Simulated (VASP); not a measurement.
Set up this calculation in VASP 6.6.1, as the native input.

```
Task                   : single point
Functional             : PBE
Potentials or basis    : VASP PAW PBE potentials, release 64 (W_sv, Si)
Cutoff                 : 520 eV
k mesh                 : 12 × 12 × 12
Occupations            : gaussian, width 0.015 eV
Spin                   : no spin polarisation
Dipole correction      : no
Further INCAR settings : ALGO = Normal; EDIFF = 1e-07; NBANDS = 18
```

The structure of Si2W lies in POSCAR:

```
Si2W
1.0
   -1.6069000000      1.6069000000      3.9149500000
    1.6069000000     -1.6069000000      3.9149500000
    1.6069000000      1.6069000000     -3.9149500000
W Si
1 2
Direct
    0.0000000000      0.0000000000      0.0000000000
    0.6653000000      0.6653000000      0.0000000000
    0.3347000000      0.3347000000      0.0000000000
```

One way to write it, as run:

INCAR

```
ALGO = Normal ; EDIFF = 1E-7
ENCUT = 520 ; GGA = PE
ISIF = 2 ; ISMEAR = 0
LASPH = True ; LCHARG = False
LREAL = False ; LWAVE = False
NBANDS = 18 ; NELM = 80
PREC = Accurate ; SIGMA = 0.015
```

KPOINTS

```
k-points
0
Gamma
  12 12 12
```

Potentials or basis: VASP PAW PBE potentials, release 64 (W_sv, Si).

Launch:

```console
$ cat potpaw_PBE.64/W_sv/POTCAR potpaw_PBE.64/Si/POTCAR > POTCAR
$ mpirun -np 1 vasp_std > vasp.out
```

It gave:

```yaml
Pressure: 3.4 GPa
Largest_force: 0.084 eV/Å
Band_gap_on_the_k_mesh: zero (bands 11 and 12 overlap by 1.30 eV)
```

Caveat: the cell stands under pressure; spin-orbit coupling is left out, which moves the levels of the heavy elements.

Run time: 4.2 min on 1 thread of Intel Xeon 8259CL, with other jobs on the host, peak memory 0.28 GiB.
